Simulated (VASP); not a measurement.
Na2H:

```
Na H
1.0
     2.10264   -3.64188    0.00000
     2.10264    3.64188    0.00000
     0.00000    0.00000    2.15822
Na H
2 1
Direct
  0.00000 0.50000 0.00000
  0.50000 0.00000 0.00000
  0.50000 0.50000 0.00000
```

| Property | Result |
| --- | --- |
| Program | VASP 6.6.1 |
| Task | relaxation of cell and atoms |
| Functional | PBE |
| Potentials or basis | VASP PAW PBE potentials, release 64 (Na_pv, H) |
| Cutoff | 600 eV |
| k mesh | 6 × 6 × 8 |
| Occupations | gaussian, width 0.1 eV |
| Spin | no spin polarisation |

At the start: pressure 40.7 GPa; volume 11.02 Å³/atom.

Task: How do energy, volume and symmetry change on relaxing?

Result: Over 9 steps the energy falls by 1543.1 meV/atom and the volume is 23.41 Å³/atom (+112.5 %); space group Cmmm (No. 65, to 0.05 Å).

Step by step:
| step | energy change (eV) | largest force (eV/Å) | pressure (GPa) | volume (Å³) |
| --- | --- | --- | --- | --- |
| 1 | 0.0000 | 0.0000 | 40.75 | 33.05 |
| 2 | -3.4776 | 0.0000 | 9.98 | 47.58 |
| 3 | -4.2679 | 0.0000 | 3.55 | 57.55 |
| 4 | -4.5271 | 0.0000 | -2.74 | 79.61 |
| 5 | -4.6060 | 0.0000 | -0.26 | 70.47 |
| 6 | -4.6110 | 0.0000 | -0.63 | 71.89 |
| 7 | -4.6110 | 0.0000 | -0.85 | 72.78 |
| 8 | -4.6246 | 0.0000 | -0.52 | 71.46 |
| 9 | -4.6294 | 0.0000 | -0.19 | 70.23 |

Final structure:
```
Na H
1.0
     3.21568   -3.28781    0.00000
     3.21568    3.28781    0.00000
     0.00000    0.00000    3.32126
Na H
2 1
Direct
  0.00000 0.50000 0.00000
  0.50000 0.00000 0.00000
  0.50000 0.50000 0.00000
```

Caveat: the k points lie up to 0.24 Å⁻¹ apart in the final cell; the volume moved by over 15 % at a fixed basis, so the end points are rough.
